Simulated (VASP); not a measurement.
# As in VASP: notebook

The runs below take As through single point, with LDA.

All numbers are computed with VASP 6.6.1; they aren't measurements. Logs are shortened: lines on timing, memory, paths and dates and some standing lists are left out, and cuts for length are marked.

## Step 1: The cell of the first run

The cell holds a slab with vacuum, 2 atoms: a = 3.294 Å, b = 3.294 Å, c = 28.000 Å, α = 90.00°, β = 90.00°, γ = 120.00°.

## Step 2: Single point, LDA

File INCAR:

```
PREC     = Accurate       # precision mode
ENCUT    = 520            # plane-wave cutoff, eV
EDIFF    = 1E-6           # SCF threshold, eV
ISMEAR   = 0              # smearing method
SIGMA    = 0.02           # smearing width, eV
LREAL    = False          # projectors in reciprocal space
LASPH    = True           # aspherical terms in the spheres
NELM     = 100            # most SCF steps
ALGO     = Normal         # electronic algorithm
ISIF     = 2              # what is computed and relaxed
LWAVE    = False          # write WAVECAR
LCHARG   = False          # write CHGCAR
LDIPOL   = True         
IDIPOL   = 3            
DIPOL    = 0.5 0.5 0.500
NBANDS   = 12             # bands
```

File KPOINTS:

```
regular mesh
0
Gamma
  9 9 1
```

File POSCAR:

```
As
1.0
    3.2940000000      0.0000000000      0.0000000000
   -1.6470000000      2.8526876801      0.0000000000
    0.0000000000      0.0000000000     28.0000000000
As
2
Direct
    0.3333333333      0.6666666667      0.5000000000
    0.6666666667      0.3333333333      0.5000000000
```

Potentials or basis: VASP PAW LDA potentials, release 64 (As).

Run with:

```
$ cat potpaw_LDA.64/As/POTCAR > POTCAR
$ mpirun -np 1 vasp_std > vasp.out
```

OUTCAR:

```text
PREC = Accurate
   ENCUT = 520
   EDIFF = 1E-6
   ISMEAR = 0
   LREAL = False
   LASPH = True
   NELM = 100
   ISIF = 2

 ion  position               nearest neighbor table
   1  0.333  0.667  0.500-   2 1.90   2 1.90   2 1.90
   2  0.667  0.333  0.500-   1 1.90   1 1.90   1 1.90

  LATTYP: Found a hexagonal cell.
 ALAT       =     3.2940000000
 C/A-ratio  =     8.5003035823

  Lattice vectors:

 A1 = (   3.2940000000,   0.0000000000,   0.0000000000)
 A2 = (  -1.6470000000,   2.8526876801,   0.0000000000)
 A3 = (   0.0000000000,   0.0000000000,  28.0000000000)

Analysis of symmetry for initial positions (statically):
=====================================================================
 Subroutine PRICEL returns:
 Original cell was already a primitive cell.

 Routine SETGRP: Setting up the symmetry group for a
 hexagonal supercell.

 Subroutine GETGRP returns: Found 24 space group operations
 (whereof 24 operations were pure point group operations)
 out of a pool of 24 trial point group operations.

The static configuration has the point symmetry D_6h.

Analysis of symmetry for dynamics (positions and initial velocities):
=====================================================================
 Subroutine PRICEL returns:
 Original cell was already a primitive cell.

 Routine SETGRP: Setting up the symmetry group for a
 hexagonal supercell.

 Subroutine GETGRP returns: Found 24 space group operations
 (whereof 24 operations were pure point group operations)
 out of a pool of 24 trial point group operations.

The dynamic configuration has the point symmetry D_6h.

 Subroutine INISYM returns: Found 24 space group operations
 (whereof 24 operations are pure point group operations),
 and found     1 'primitive' translations

----------------------------------------------------------------------------------------

                                     Primitive cell

  volume of cell :     263.1091

  direct lattice vectors                    reciprocal lattice vectors
     3.294000000  0.000000000  0.000000000     0.303582271  0.175273306  0.000000000
    -1.647000000  2.852687680  0.000000000     0.000000000  0.350546612  0.000000000
     0.000000000  0.000000000 28.000000000     0.000000000  0.000000000  0.035714286

  length of vectors
     3.294000000  3.294000000 28.000000000     0.350546612  0.350546612  0.035714286

  position of ions in fractional coordinates (direct lattice)
     0.333333333  0.666666667  0.500000000
     0.666666667  0.333333333  0.500000000

  ion indices of the primitive-cell ions
   primitive index   ion index
                 1           1
                 2           2

----------------------------------------------------------------------------------------

 KPOINTS: regular mesh

Automatic generation of k-mesh.
 Grid dimensions read from file:
 generate k-points for:    9    9    1

 Generating k-lattice:

  Cartesian coordinates                     Fractional coordinates (reciprocal lattice)
     0.033731363  0.019474812  0.000000000     0.111111111  0.000000000  0.000000000
     0.000000000  0.038949624  0.000000000     0.000000000  0.111111111  0.000000000
     0.000000000  0.000000000  0.035714286     0.000000000  0.000000000  1.000000000

  Length of vectors
     0.038949624  0.038949624  0.035714286

  Shift w.r.t. Gamma in fractional coordinates (k-lattice)
     0.000000000  0.000000000  0.000000000

 Subroutine IBZKPT returns following result:
 ===========================================

 Found     12 irreducible k-points:

 Following reciprocal coordinates:
            Coordinates               Weight
  0.000000  0.000000  0.000000      1.000000
  0.111111  0.000000  0.000000      6.000000
  0.222222  0.000000  0.000000      6.000000
  0.333333  0.000000  0.000000      6.000000
  0.444444  0.000000  0.000000      6.000000
  0.111111  0.111111  0.000000      6.000000
  0.222222  0.111111  0.000000     12.000000
  0.333333  0.111111  0.000000     12.000000
  0.444444  0.111111  0.000000      6.000000
  0.222222  0.222222  0.000000      6.000000
  0.333333  0.222222  0.000000     12.000000
  0.333333  0.333333  0.000000      2.000000
   k-points           NKPTS =     12   k-points in BZ     NKDIM =     12   number of bands    NBANDS=     12
   number of dos      NEDOS =    301   number of ions     NIONS =      2
   total plane-waves  NPLWV = 120960
   dimension x,y,z NGX =    24 NGY =   24 NGZ =  210
   dimension x,y,z NGXF=    48 NGYF=   48 NGZF=  420
   ions per type =               2
   NGX,Y,Z   is equivalent  to a cutoff of  12.11, 12.11, 12.47 a.u.
   NGXF,Y,Z  is equivalent  to a cutoff of  24.23, 24.23, 24.94 a.u.
 SYSTEM =  unknown system
   PREC   = accura    normal or accurate (medium, high low for compatibility)
   ISTART =      0    job   : 0-new  1-cont  2-samecut
   ICHARG =      2    charge: 1-file 2-atom 10-const
   ISPIN  =      1    spin polarized calculation?
   LNONCOLLINEAR =      F non collinear calculations
   LSORBIT =      F    spin-orbit coupling
   LASPH  =      T    aspherical Exc in radial PAW
   ENCUT  =  520.0 eV  38.22 Ry    6.18 a.u.   6.12  6.12 52.06*2*pi/ulx,y,z
   NELM   =    100;   NELMIN=  2; NELMDL= -5     # of ELM steps
   EDIFF  = 0.1E-05   stopping-criterion for ELM
   LREAL  =      F    real-space projection
   EDIFFG = 0.1E-04   stopping-criterion for IOM
   NSW    =      0    number of steps for IOM
   IBRION =     -1    ionic relax: 0-MD 1-quasi-New 2-CG
   NFREE  =      0    steps in history (QN), initial steepest desc. (CG)
   ISIF   =      2    stress and relaxation
   ISYM   =      2    0-nonsym 1-usesym 2-fastsym
   POTIM  = 0.5000    time-step for ionic-motion
   TEBEG  =    0.0;   TEEND  =   0.0 temperature during run
   PSTRESS=    0.0 pullay stress
   NELECT =      10.0000    total number of electrons
   NUPDOWN=      -1.0000    fix difference up-down
   EMIN   =  10.00;   EMAX   =-10.00  energy-range for DOS
   EFERMI =   0.00;   METHOD = LEGACY
   ISMEAR =     0;   SIGMA  =   0.02  broadening in eV -4-tet -1-fermi 0-gaus
   EFERMI_NEDOS =   21; number of points for ismear=-14 and -15
   IALGO  =     38    algorithm
   IMIX   =      4    mixing-type and parameters
     AMIX     =   0.40;   BMIX     =  1.00
     AMIX_MAG =   1.60;   BMIX_MAG =  1.00
  volume/ion in A,a.u.               =     131.55       887.77
  Fermi-wavevector in a.u.,A,eV,Ry     =   0.550423  1.040148  4.122089  0.302965
  Thomas-Fermi vector in A             =   1.581984
   LORBIT       =      0    0 simple, 1 ext, 2 COOP (PROOUT), +10 PAW based schemes
   GGA     = CA    functional components
   LHFCALC =     F    Hartree Fock is set to
   AEXX    =    0.0000 exact exchange contribution
   IVDW    =     0    specifies the selected vdW correction
   LEPSILON=     F    determine dielectric tensor
   LRPA    =     F    only Hartree local field effects (RPA)
 non-spin polarized calculation
 Gauss-broadening in eV      SIGMA  =   0.02
  energy-cutoff  :      520.00
  volume of cell :      263.11
 maximum number of plane-waves:      7134
   NGX = 13   NGY = 13   NGZ =105

 dipolmoment           0.000000      0.000000      0.000000 electrons x Angstroem

 number of electron      10.0000003 magnetization

 dipolmoment           0.000000      0.000000     -0.000000 electrons x Angstroem

 Free energy of the ion-electron system (eV)
  ---------------------------------------------------
  ext. energy  EPLUGINS =         0.00000000
  ---------------------------------------------------
  free energy    TOTEN  =        -1.03963738 eV

  energy without entropy =       -1.03911391  energy(sigma->0) =       -1.03937565

 E-fermi :  -1.3796     XC(G=0):  -1.7711

 val. band max:       -1.7438938609   @ k =   0.3333   0.1111   0.0000
 cond. band min:      -1.3659097206   @ k =   0.3333   0.0000   0.0000
 fundamental gap:      0.3779841404
 Fermi energy:        -1.3795911340

 k-point     1 :       0.0000    0.0000    0.0000
  band No.  band energies     occupation
      1     -21.9077      2.00000
      2      -9.7407      2.00000
      3      -7.0316      2.00000
      4      -7.0316      2.00000
      5      -1.3113      0.00000
      6      -0.5706      0.00000
      7      -0.4384      0.00000
      8      -0.4384      0.00000
      9       1.1703      0.00000
     10       1.5312      0.00000
     11       1.9038      0.00000
     12       2.0842      0.00000

 k-point     2 :       0.1111    0.0000    0.0000
  band No.  band energies     occupation
      1     -21.6955      2.00000
      2      -9.5175      2.00000
      3      -8.5497      2.00000
      4      -7.5146      2.00000
      5      -1.2025      0.00000
      6      -0.3505      0.00000
      7       0.4567      0.00000
      8       0.4933      0.00000
      9       1.3935      0.00000
     10       1.7593      0.00000
     11       2.1304      0.00000
     12       2.3114      0.00000

 k-point     3 :       0.2222    0.0000    0.0000
  band No.  band energies     occupation
      1     -21.0636      2.00000
      2     -11.2065      2.00000
      3      -8.8588      2.00000
      4      -8.4428      2.00000
      5      -2.1026      2.00000
      6       0.3069      0.00000
      7       1.0685      0.00000
      8       2.0760      0.00000
      9       2.4434      0.00000
     10       2.6176      0.00000
     11       2.8119      0.00000
     12       2.9924      0.00000
[... 106 lines left out ...]
 k-point    11 :       0.3333    0.2222    0.0000
  band No.  band energies     occupation
      1     -18.1694      2.00000
      2     -15.8939      2.00000
      3     -11.9888      2.00000
      4      -5.9612      2.00000
      5      -3.5827      2.00000
      6       0.9487      0.00000
      7       1.7576      0.00000
      8       3.4629      0.00000
      9       4.1373      0.00000
     10       5.5864      0.00000
     11       5.8605      0.00000
     12       6.2572      0.00000

 k-point    12 :       0.3333    0.3333    0.0000
  band No.  band energies     occupation
      1     -16.9607      2.00000
      2     -16.9607      2.00000
      3     -12.6884      2.00000
      4      -4.7452      2.00000
      5      -4.7452      2.00000
      6       1.0997      0.00000
      7       3.8759      0.00000
      8       3.8759      0.00000
      9       3.9770      0.00000
     10       5.8330      0.00000
     11       5.8330      0.00000
     12       6.4952      0.00000

------------------------ aborting loop because EDIFF is reached ----------------------------------------

 vacuum level on the upper side and lower side of the slab       (xc-potential included)        -0.007        -0.007

  FORCE on cell =-STRESS in cart. coord.  units (eV):
  Direction    XX          YY          ZZ          XY          YZ          ZX
  --------------------------------------------------------------------------------------
  -------------------------------------------------------------------------------------
  Total       39.9974055     39.9974055     -0.0028316      0.0000000     -0.0000000      0.0000000
  in kB      243.5603285    243.5603285     -0.0172427      0.0000000     -0.0000000      0.0000000
  external PRESSURE =     162.3678048 kB  Pullay stress =       0.0000000 kB

 VOLUME and BASIS-vectors are now :
 -----------------------------------------------------------------------------
  energy-cutoff  :      520.00
  volume of cell :      263.11
      direct lattice vectors                 reciprocal lattice vectors
     3.294000000  0.000000000  0.000000000     0.303582271  0.175273306  0.000000000
    -1.647000000  2.852687680  0.000000000     0.000000000  0.350546612  0.000000000
     0.000000000  0.000000000 28.000000000     0.000000000  0.000000000  0.035714286

 POSITION                                       TOTAL-FORCE (eV/Angst)
 -----------------------------------------------------------------------------------
     -0.00000      1.90179     14.00000         0.000000     -0.000000      0.000000
      1.64700      0.95090     14.00000        -0.000000      0.000000      0.000000
 -----------------------------------------------------------------------------------
    total drift:                                0.000000     -0.000000      0.000000

  FREE ENERGIE OF THE ION-ELECTRON SYSTEM (eV)
  ---------------------------------------------------
  free  energy   TOTEN  =        -1.0396373826 eV

  energy  without entropy=       -1.0391139111  energy(sigma->0) =       -1.03937565

 vacuum level on the upper side and lower side of the slab         1.522         1.522
```

Run time: 33 s. Hardware: 1 thread of Intel Xeon Platinum 8488C (Sapphire Rapids), shared host; peak memory 0.26 GiB.

What came out:

```
Free energy            : -1.0396 eV
Band gap on the k mesh : zero (band 5 reaches -0.42 eV, above the bottom of band 6 at -3.23 eV)
```

## Step 3: Single point, LDA

This run uses another cell than the first one, of 136.07 Å³/atom, 1.034 times its volume.

File INCAR:

```
SYSTEM = As
  PREC = Accurate
  ENCUT = 520
  EDIFF = 1E-6
  ISMEAR = 0
  SIGMA = 0.02
  LREAL = .False.
  LASPH = .True.
  NELM = 60
  ALGO = Normal
  ISIF = 2
  LWAVE = .False.
  LCHARG = .False.
  LDIPOL = .True.
  IDIPOL = 3
  DIPOL = 0.5 0.5 0.500
  NBANDS = 12
```

File KPOINTS:

```
regular mesh
0
Gamma
  9 9 1
  0 0 0
```

File POSCAR:

```
As
1.0
    3.3500000000      0.0000000000      0.0000000000
   -1.6750000000      2.9011851027      0.0000000000
    0.0000000000      0.0000000000     28.0000000000
As
2
Direct
    0.3333333333      0.6666666667      0.5000000000
    0.6666666667      0.3333333333      0.5000000000
```

Potentials or basis: VASP PAW LDA potentials, release 64 (As).

Run with:

```
$ cat potpaw_LDA.64/As/POTCAR > POTCAR
$ mpirun -np 1 vasp_std > vasp.out
```

It took 58 s on 1 thread of Intel Xeon Platinum 8488C (Sapphire Rapids), shared host; peak memory 0.31 GiB.

Results (log left out):

| Property | Result |
| --- | --- |
| Free energy | -2.3117 eV |
| Band gap on the k mesh | zero (band 5 reaches -0.76 eV, above the bottom of band 6 at -3.36 eV) |

Levels at points of the mesh, in eV from the Fermi level:
```csv
k point,band 1,band 2,band 3,band 4,band 5,band 6,band 7,band 8,band 9,band 10
"(0.00, 0.00, 0.00)",-19.71,-7.66,-5.30,-5.30,-0.20,1.24,1.24,1.34,3.05,3.42
```
